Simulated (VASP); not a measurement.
# GaN (F-43m) in VASP: notebook

GaN is run at these levels: LDA; tasks: single point, relaxation of cell and atoms.

Everything below comes from runs of VASP 6.6.1. Logs are shortened: lines on timing, memory, paths and dates and some standing lists are left out, and cuts for length are marked.

## Step 1: The cell of the first run

The structure is cubic, space group F-43m (No. 216). Conventional cell: a = 4.441 Å, b = 4.441 Å, c = 4.441 Å, α = 90.00°, β = 90.00°, γ = 90.00°. Within 2.5 Å of Ga (site symmetry -43m) lie 4 N at 1.92 Å. N (site symmetry -43m) has 4 Ga at 1.92 Å within 2.5 Å.

## Step 2: Single point, LDA

INCAR

```
SYSTEM = GaN
PREC = Accurate ; ENCUT = 520
EDIFF = 1E-6 ; ISMEAR = 0
SIGMA = 0.01 ; LREAL = .False.
LASPH = .True. ; NELM = 100
ALGO = Normal ; ISIF = 2
LWAVE = .False. ; LCHARG = .False.
GGA = CA ; NBANDS = 16
```

KPOINTS

```
Automatic mesh
0
Gamma
  10 10 10
  0 0 0
```

POSCAR

```
GaN
1.0
    0.0000000000      2.2205084050      2.2205084050
    2.2205084050      0.0000000000      2.2205084050
    2.2205084050      2.2205084050      0.0000000000
Ga N
1 1
Direct
    0.0000000000      0.0000000000      0.0000000000
    0.7500000000      0.7500000000      0.7500000000
```

Potentials or basis: VASP PAW LDA potentials, release 64 (Ga_d, N).

Run with:

```console
$ cat potpaw_LDA.64/Ga_d/POTCAR potpaw_LDA.64/N/POTCAR > POTCAR
$ mpirun -np 1 vasp_std > vasp.out
```

OUTCAR:

```text
SYSTEM = GaN
   PREC = Accurate
   ENCUT = 520
   EDIFF = 1E-6
   ISMEAR = 0
   LREAL = .False.
   LASPH = .True.
   NELM = 100
   ISIF = 2
   GGA = CA

 ion  position               nearest neighbor table
   1  0.000  0.000  0.000-   2 1.92   2 1.92   2 1.92   2 1.92
   2  0.750  0.750  0.750-   1 1.92   1 1.92   1 1.92   1 1.92

  LATTYP: Found a face centered cubic cell.
 ALAT       =     4.4410168100

  Lattice vectors:

 A1 = (   0.0000000000,   2.2205084050,   2.2205084050)
 A2 = (   2.2205084050,   0.0000000000,   2.2205084050)
 A3 = (   2.2205084050,   2.2205084050,   0.0000000000)

Analysis of symmetry for initial positions (statically):
=====================================================================
 Subroutine PRICEL returns:
 Original cell was already a primitive cell.

 Routine SETGRP: Setting up the symmetry group for a
 face centered cubic supercell.

 Subroutine GETGRP returns: Found 24 space group operations
 (whereof 24 operations were pure point group operations)
 out of a pool of 48 trial point group operations.

The static configuration has the point symmetry T_d .

Analysis of symmetry for dynamics (positions and initial velocities):
=====================================================================
 Subroutine PRICEL returns:
 Original cell was already a primitive cell.

 Routine SETGRP: Setting up the symmetry group for a
 face centered cubic supercell.

 Subroutine GETGRP returns: Found 24 space group operations
 (whereof 24 operations were pure point group operations)
 out of a pool of 48 trial point group operations.

The dynamic configuration has the point symmetry T_d .

 Subroutine INISYM returns: Found 24 space group operations
 (whereof 24 operations are pure point group operations),
 and found     1 'primitive' translations

----------------------------------------------------------------------------------------

                                     Primitive cell

  volume of cell :      21.8971

  direct lattice vectors                    reciprocal lattice vectors
     0.000000000  2.220508405  2.220508405    -0.225173658  0.225173658  0.225173658
     2.220508405  0.000000000  2.220508405     0.225173658 -0.225173658  0.225173658
     2.220508405  2.220508405  0.000000000     0.225173658  0.225173658 -0.225173658

  length of vectors
     3.140273102  3.140273102  3.140273102     0.390012216  0.390012216  0.390012216

  position of ions in fractional coordinates (direct lattice)
     0.000000000  0.000000000  0.000000000
     0.750000000  0.750000000  0.750000000

  ion indices of the primitive-cell ions
   primitive index   ion index
                 1           1
                 2           2

----------------------------------------------------------------------------------------

 KPOINTS: Automatic mesh

Automatic generation of k-mesh.
 Grid dimensions read from file:
 generate k-points for:   10   10   10

 Generating k-lattice:

  Cartesian coordinates                     Fractional coordinates (reciprocal lattice)
    -0.022517366  0.022517366  0.022517366     0.100000000  0.000000000  0.000000000
     0.022517366 -0.022517366  0.022517366     0.000000000  0.100000000  0.000000000
     0.022517366  0.022517366 -0.022517366     0.000000000  0.000000000  0.100000000

  Length of vectors
     0.039001222  0.039001222  0.039001222

  Shift w.r.t. Gamma in fractional coordinates (k-lattice)
     0.000000000  0.000000000  0.000000000

 Subroutine IBZKPT returns following result:
 ===========================================

 Found     47 irreducible k-points:

 Following reciprocal coordinates:
            Coordinates               Weight
  0.000000  0.000000  0.000000      1.000000
  0.100000  0.000000  0.000000      8.000000
  0.200000  0.000000  0.000000      8.000000
  0.300000  0.000000  0.000000      8.000000
  0.400000  0.000000  0.000000      8.000000
  0.500000  0.000000  0.000000      4.000000
[... 16 lines left out ...]
  0.300000  0.300000  0.000000      6.000000
  0.400000  0.300000  0.000000     24.000000
 [... further k-points ...]
   k-points           NKPTS =     47   k-points in BZ     NKDIM =     47   number of bands    NBANDS=     16
   number of dos      NEDOS =    301   number of ions     NIONS =      2
   total plane-waves  NPLWV =  13824
   dimension x,y,z NGX =    24 NGY =   24 NGZ =   24
   dimension x,y,z NGXF=    48 NGYF=   48 NGZF=   48
   ions per type =               1   1
   NGX,Y,Z   is equivalent  to a cutoff of  12.71, 12.71, 12.71 a.u.
   NGXF,Y,Z  is equivalent  to a cutoff of  25.41, 25.41, 25.41 a.u.
 SYSTEM =  GaN
   PREC   = accura    normal or accurate (medium, high low for compatibility)
   ISTART =      0    job   : 0-new  1-cont  2-samecut
   ICHARG =      2    charge: 1-file 2-atom 10-const
   ISPIN  =      1    spin polarized calculation?
   LNONCOLLINEAR =      F non collinear calculations
   LSORBIT =      F    spin-orbit coupling
   LASPH  =      T    aspherical Exc in radial PAW
   ENCUT  =  520.0 eV  38.22 Ry    6.18 a.u.   5.84  5.84  5.84*2*pi/ulx,y,z
   NELM   =    100;   NELMIN=  2; NELMDL= -5     # of ELM steps
   EDIFF  = 0.1E-05   stopping-criterion for ELM
   LREAL  =      F    real-space projection
   EDIFFG = 0.1E-04   stopping-criterion for IOM
   NSW    =      0    number of steps for IOM
   IBRION =     -1    ionic relax: 0-MD 1-quasi-New 2-CG
   NFREE  =      0    steps in history (QN), initial steepest desc. (CG)
   ISIF   =      2    stress and relaxation
   ISYM   =      2    0-nonsym 1-usesym 2-fastsym
   POTIM  = 0.5000    time-step for ionic-motion
   TEBEG  =    0.0;   TEEND  =   0.0 temperature during run
   PSTRESS=    0.0 pullay stress
   NELECT =      18.0000    total number of electrons
   NUPDOWN=      -1.0000    fix difference up-down
   EMIN   =  10.00;   EMAX   =-10.00  energy-range for DOS
   EFERMI =   0.00;   METHOD = LEGACY
   ISMEAR =     0;   SIGMA  =   0.01  broadening in eV -4-tet -1-fermi 0-gaus
   EFERMI_NEDOS =   21; number of points for ismear=-14 and -15
   IALGO  =     38    algorithm
   IMIX   =      4    mixing-type and parameters
     AMIX     =   0.40;   BMIX     =  1.00
     AMIX_MAG =   1.60;   BMIX_MAG =  1.00
  volume/ion in A,a.u.               =      10.95        73.88
  Fermi-wavevector in a.u.,A,eV,Ry     =   1.533569  2.898025 31.998631  2.351833
  Thomas-Fermi vector in A             =   2.640618
   LORBIT       =      0    0 simple, 1 ext, 2 COOP (PROOUT), +10 PAW based schemes
   GGA     = CA    functional components
   LHFCALC =     F    Hartree Fock is set to
   AEXX    =    0.0000 exact exchange contribution
   IVDW    =     0    specifies the selected vdW correction
   LEPSILON=     F    determine dielectric tensor
   LRPA    =     F    only Hartree local field effects (RPA)
 non-spin polarized calculation
 Gauss-broadening in eV      SIGMA  =   0.01
  energy-cutoff  :      520.00
  volume of cell :       21.90
 maximum number of plane-waves:       609
   NGX = 11   NGY = 11   NGZ = 11

 number of electron      18.0000013 magnetization

 Free energy of the ion-electron system (eV)
  ---------------------------------------------------
  ext. energy  EPLUGINS =         0.00000000
  ---------------------------------------------------
  free energy    TOTEN  =       -13.94082215 eV

  energy without entropy =      -13.94082215  energy(sigma->0) =      -13.94082215

 E-fermi :   5.5869     XC(G=0): -12.3562

 val. band max:        5.5311603456   @ k =   0.0000   0.0000   0.0000
 cond. band min:       7.5661793040   @ k =   0.0000   0.0000   0.0000
 fundamental gap:      2.0350189584
 Fermi energy:         5.5868571733

 k-point     1 :       0.0000    0.0000    0.0000
  band No.  band energies     occupation
      1     -10.6646      2.00000
      2      -8.0718      2.00000
      3      -8.0718      2.00000
      4      -8.0718      2.00000
      5      -7.7067      2.00000
      6      -7.7067      2.00000
[... 8 lines left out ...]
     15      24.5474      0.00000
     16      24.5474      0.00000

 k-point     2 :       0.1000    0.0000    0.0000
  band No.  band energies     occupation
      1     -10.5425      2.00000
      2      -8.0563      2.00000
      3      -8.0563      2.00000
      4      -8.0347      2.00000
      5      -7.7083      2.00000
      6      -7.7083      2.00000
[... 8 lines left out ...]
     15      23.2588      0.00000
     16      23.2588      0.00000

 k-point     3 :       0.2000    0.0000    0.0000
  band No.  band energies     occupation
      1     -10.2334      2.00000
      2      -8.0205      2.00000
      3      -8.0205      2.00000
      4      -7.8711      2.00000
      5      -7.7072      2.00000
      6      -7.7072      2.00000
[... 8 lines left out ...]
     15      22.4807      0.00000
     16      22.4807      0.00000

 k-point     4 :       0.3000    0.0000    0.0000
  band No.  band energies     occupation
      1      -9.9041      2.00000
      2      -7.9888      2.00000
      3      -7.9888      2.00000
      4      -7.6919      2.00000
      5      -7.6919      2.00000
      6      -7.4476      2.00000
[... 8 lines left out ...]
     15      23.0017      0.00000
     16      23.0017      0.00000
[... 324 lines left out ...]
 k-point    22 :      -0.2000    0.2000    0.0000
  band No.  band energies     occupation
      1      -9.8029      2.00000
      2      -7.9717      2.00000
      3      -7.9533      2.00000
      4      -7.7331      2.00000
      5      -7.7290      2.00000
      6      -7.2482      2.00000
[... 8 lines left out ...]
     15      23.1322      0.00000
     16      26.4423      0.00000

 k-point    23 :       0.3000    0.3000    0.0000
  band No.  band energies     occupation
      1      -9.7076      2.00000
      2      -7.9178      2.00000
      3      -7.8560      2.00000
      4      -7.8560      2.00000
      5      -7.6495      2.00000
      6      -7.2356      2.00000
[... 8 lines left out ...]
     15      27.9391      0.00000
     16      28.5964      0.00000

 k-point    24 :       0.4000    0.3000    0.0000
  band No.  band energies     occupation
      1      -9.5810      2.00000
      2      -7.9358      2.00000
      3      -7.8176      2.00000
      4      -7.8161      2.00000
      5      -7.6380      2.00000
      6      -6.7290      2.00000
[... 8 lines left out ...]
     15      28.3398      0.00000
     16      28.4276      0.00000

 [... further k-points ...]
[... 5 lines left out ...]
  --------------------------------------------------------------------------------------
  -------------------------------------------------------------------------------------
  Total        0.4327639      0.4327639      0.4327639     -0.0000000      0.0000000     -0.0000000
  in kB       31.6646250     31.6646250     31.6646250     -0.0000000      0.0000000     -0.0000000
  external PRESSURE =      31.6646250 kB  Pullay stress =       0.0000000 kB

 VOLUME and BASIS-vectors are now :
 -----------------------------------------------------------------------------
  energy-cutoff  :      520.00
  volume of cell :       21.90
      direct lattice vectors                 reciprocal lattice vectors
     0.000000000  2.220508405  2.220508405    -0.225173658  0.225173658  0.225173658
     2.220508405  0.000000000  2.220508405     0.225173658 -0.225173658  0.225173658
     2.220508405  2.220508405  0.000000000     0.225173658  0.225173658 -0.225173658

 POSITION                                       TOTAL-FORCE (eV/Angst)
 -----------------------------------------------------------------------------------
      0.00000      0.00000      0.00000        -0.000000      0.000000     -0.000000
      3.33076      3.33076      3.33076         0.000000     -0.000000      0.000000
 -----------------------------------------------------------------------------------
    total drift:                               -0.000002     -0.000002     -0.000002

  FREE ENERGIE OF THE ION-ELECTRON SYSTEM (eV)
  ---------------------------------------------------
  free  energy   TOTEN  =       -13.9408221531 eV

  energy  without entropy=      -13.9408221531  energy(sigma->0) =      -13.94082215
```

It took 7 s on 1 thread of Intel Xeon Platinum 8488C (Sapphire Rapids), shared host; peak memory 0.13 GiB.

Results:

| Item | Value |
| --- | --- |
| Free energy | -13.9408 eV |
| Pressure | 3.2 GPa |
| Band gap on the k mesh | 2.04 eV, direct |

Expect the measured gap to be larger: semilocal functionals such as LDA lack the derivative discontinuity.

## Step 3: Relaxation of cell and atoms, LDA, target pressure 2 GPa, at which the enthalpy is minimised

This run uses another cell than the first one, of 11.06 Å³/atom, 1.010 times its volume.

INCAR

```
SYSTEM = GaN
PREC = Accurate
ENCUT = 600
EDIFF = 1E-7
ISMEAR = 0
SIGMA = 0.01
LREAL = .FALSE.
LASPH = .TRUE.
NELM = 100
ALGO = Normal
ISIF = 3
LWAVE = .FALSE.
LCHARG = .FALSE.
GGA = CA
IBRION = 2
NSW = 80
EDIFFG = -0.001
PSTRESS = 20.0
```

KPOINTS

```
Automatic mesh
0
G
  10 10 10
  0 0 0
```

POSCAR

```
GaN
1.0
    0.0000000000      2.2277008293      2.2277008293
    2.2277008293      0.0000000000      2.2277008293
    2.2277008293      2.2277008293      0.0000000000
Ga N
1 1
Direct
    0.0000000000      0.0000000000      0.0000000000
    0.7500000000      0.7500000000      0.7500000000
```

Potentials or basis: VASP PAW LDA potentials, release 64 (Ga_d, N).

Run with:

```console
$ cat potpaw_LDA.64/Ga_d/POTCAR potpaw_LDA.64/N/POTCAR > POTCAR
$ mpirun -np 1 vasp_std > vasp.out
```

It took 43 s on 1 thread of Intel Xeon Platinum 8488C (Sapphire Rapids), shared host; peak memory 0.16 GiB.

Results (log left out):

* Free energy: -13.9431 eV
* Relaxed volume: 11.00 Å³/atom
* Relaxed cell: a = 3.145 Å, b = 3.145 Å, c = 3.145 Å, α = 60.00°, β = 60.00°, γ = 60.00°
* Space group after relaxing (to 0.05 Å): F-43m (No. 216)
* Energy change on relaxing (the enthalpy is what falls): +0.5 meV/atom
* Ionic steps: 8
* Pressure after relaxing: 2.0 GPa
* Band gap on the k mesh: 2.00 eV, direct

The path:
| step | energy change (eV) | largest force (eV/Å) | pressure (GPa) | volume (Å³) |
| --- | --- | --- | --- | --- |
| 1 | 0.0000 | 0.0000 | 0.99 | 22.11 |
| 2 | 0.0028 | 0.0000 | 3.11 | 21.89 |
| 3 | 0.0010 | 0.0000 | 1.88 | 22.01 |
| 4 | 0.0011 | 0.0000 | 2.12 | 21.99 |
| 5 | 0.0011 | 0.0000 | 2.04 | 22.00 |
| 6 | 0.0010 | 0.0000 | 2.02 | 22.00 |
| 7 | 0.0010 | 0.0000 | 1.98 | 22.01 |
| 8 | 0.0010 | 0.0000 | 2.01 | 22.00 |

Final structure:
```
Ga N
1.0
     0.00000    2.22412    2.22412
     2.22412    0.00000    2.22412
     2.22412    2.22412    0.00000
Ga N
1 1
Direct
  0.00000 0.00000 0.00000
  0.75000 0.75000 0.75000
```

Levels at points of the mesh, in eV from the valence-band top:
| k point | band 6 | band 7 | band 8 | band 9 | band 10 | band 11 | band 12 | band 13 |
| --- | --- | --- | --- | --- | --- | --- | --- | --- |
| (0.00, 0.00, 0.00) | -13.24 | 0.00 | 0.00 | 0.00 | 2.00 | 10.36 | 10.36 | 10.36 |
| (0.50, 0.00, 0.00) | -11.86 | -7.38 | -1.03 | -1.03 | 4.81 | 8.79 | 10.41 | 10.41 |
| (0.50, 0.50, 0.00) | -11.39 | -6.37 | -2.87 | -2.87 | 3.26 | 6.71 | 11.79 | 14.17 |

Caveat: the cell is relaxed towards a set pressure, so the enthalpy falls and the energy may rise. A hybrid or GW would open this gap; LDA tends to underestimate it.
